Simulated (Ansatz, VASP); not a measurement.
**One calculation of Cr, two programs**

INCAR

```
SYSTEM = Cr
PREC = Accurate
ENCUT = 520
EDIFF = 1E-6
ISMEAR = 0
SIGMA = 0.05
LREAL = .FALSE.
LASPH = .TRUE.
NELM = 150
ALGO = Normal
ISIF = 2
LWAVE = .FALSE.
LCHARG = .FALSE.
ISPIN = 2
MAGMOM = 0.05
LORBIT = 11
LMAXMIX = 4
GGA = CA
NBANDS = 16
```

File KPOINTS:

```
Automatic mesh
0
G
  20 20 20
  0 0 0
```

The input POSCAR:

```
Cr
1.0
   -1.3941451144      1.3941451144      1.3941451144
    1.3941451144     -1.3941451144      1.3941451144
    1.3941451144      1.3941451144     -1.3941451144
Cr
1
Direct
    0.0000000000      0.0000000000      0.0000000000
```

Input for Ansatz:

```yaml
crystal:
  lattice:
    - [-1.3941451144, 1.3941451144, 1.3941451144]
    - [1.3941451144, -1.3941451144, 1.3941451144]
    - [1.3941451144, 1.3941451144, -1.3941451144]
  atoms:
    - { symbol: Cr, position: [0.0, 0.0, 0.0], spin: 0.05 }
basis:
  ecutwfc: 420
  ecutrho_ratio: 4
kpoints:
  mp_grid: { grid: [20, 20, 20] }
hamiltonian:
  xc: lda
scf:
  occupations: { method: gaussian, width: 0.05 }
output:
  forces: true
  stress: true
  eigenvalues: true
  populations: true
magnetization:
  spin_polarized: true
```

Alike in both runs: task single point; functional LDA; k mesh 20 × 20 × 20; occupations gaussian, width 0.05 eV; collinear spin.

```csv
,VASP,Ansatz
version,VASP 6.6.1,Ansatz 0.2.0
potentials or method,"VASP PAW LDA potentials, release 64 (Cr_pv), cutoff 520 eV","scalar-relativistic, plane waves, PAW"
valence electrons in the cell,12,14
```

```tsv
	VASP	Ansatz	Ansatz less VASP
pressure (GPa)	0.1	0.0	-0.07
net moment per atom (μB)	0.00	0.00	0.000
```

LDA's correlation is that of Perdew and Zunger in VASP and of Perdew and Wang (1992) in Ansatz. VASP's potentials hold 12 valence electrons a cell and Ansatz's 14, so a difference there can come from the potentials and not from the codes. Ansatz's warnings: seeded moment not kept.
